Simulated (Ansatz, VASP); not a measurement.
This is a calculation of MgO for Ansatz 0.2.0.

Contents of input.yaml:

```yaml
crystal:
  lattice:
    - [2.9380209034, 0.0, 0.0]
    - [-1.4690104517, 2.5444007392, 0.0]
    - [0.0, 0.0, 2.67968]
  atoms:
    - { symbol: Mg, position: [0.0, 0.0, 0.0] }
    - { symbol: O, position: [0.3333333333, 0.6666666667, 0.5] }
hamiltonian:
  xc: { exchange: pbe, correlation: pbe, exx: { coeff: 0.25, omega: 0.2 } }
  pseudopotentials: { kind: paw }
kpoints:
  mp_grid: { grid: [5, 5, 5] }
scf:
  occupations: { method: fermi_dirac, width: 0.05 }
output:
  forces: true
  stress: true
  eigenvalues: true
```

Potentials or basis: Ansatz PAW.

Command:

```bash
$ ansatz run input.yaml --threads 2 --pin off --max-ram 5632MiB --backend cpu --events-out ev --progress --plain --runs-dir out
```

Problem. Translate it to VASP 6.6.1. Potentials there: VASP PAW PBE potentials, release 64 (Mg, O).

Solution. As run (the cutoff follows the program's own potentials):

Contents of POSCAR:

```
MgO
1.0
    2.9380209034      0.0000000000      0.0000000000
   -1.4690104517      2.5444007392      0.0000000000
    0.0000000000      0.0000000000      2.6796800000
Mg O
1 1
Direct
    0.0000000000      0.0000000000      0.0000000000
    0.3333333333      0.6666666667      0.5000000000
```

Contents of INCAR.step1:

```
ALGO = Normal
EDIFF = 1E-5
ENCUT = 520
GGA = PE
ISIF = 2
ISMEAR = -1
LASPH = True
LCHARG = False
LREAL = False
LWAVE = True
NBANDS = 11
NELM = 60
PREC = Accurate
SIGMA = 0.05
```

INCAR.step2

```
AEXX = 0.25
ALGO = Normal
EDIFF = 1E-6
ENCUT = 520
GGA = PE
HFSCREEN = 0.2
ISIF = 2
ISMEAR = -1
ISTART = 1
LASPH = True
LCHARG = False
LHFCALC = True
LREAL = False
LWAVE = False
NBANDS = 11
NELM = 60
PREC = Accurate
PRECFOCK = Normal
SIGMA = 0.05
```

The input KPOINTS:

```
k-points
0
Gamma
  5 5 5
```

Potentials or basis: VASP PAW PBE potentials, release 64 (Mg, O).

Command:

```bash
$ cat potpaw_PBE.64/Mg/POTCAR potpaw_PBE.64/O/POTCAR > POTCAR
$ cp INCAR.step1 INCAR
$ mpirun -np 1 vasp_std > vasp.out
$ cp INCAR.step2 INCAR
$ mpirun -np 1 vasp_std > vasp.out
```

Both were run:

|  | VASP | Ansatz | Ansatz less VASP |
| --- | --- | --- | --- |
| gap on the k mesh at the Fermi level (eV) | 4.60 | 4.64 | +0.045 |
| least direct gap on the mesh (eV) | 5.01 | 5.05 | +0.040 |
| pressure (GPa) | -6.0 | -5.7 | +0.34 |
| traceless stress, the component that is largest in VASP (GPa) | -0.96 | -0.91 | +0.049 |

VASP's potentials were made for PBE, not for PBE-based screened hybrid. With one functional, cell and mesh, what is left measures potentials, basis and numerics. VASP's potentials hold 8 valence electrons a cell and Ansatz's 16, so a difference there can come from the potentials and not from the codes.

The k mesh is coarse, so the values compare programs but aren't converged. Noted on Ansatz's run: odd divisions of the mesh miss points on the zone boundary, where band edges often lie, so the gap on the mesh can be too wide.
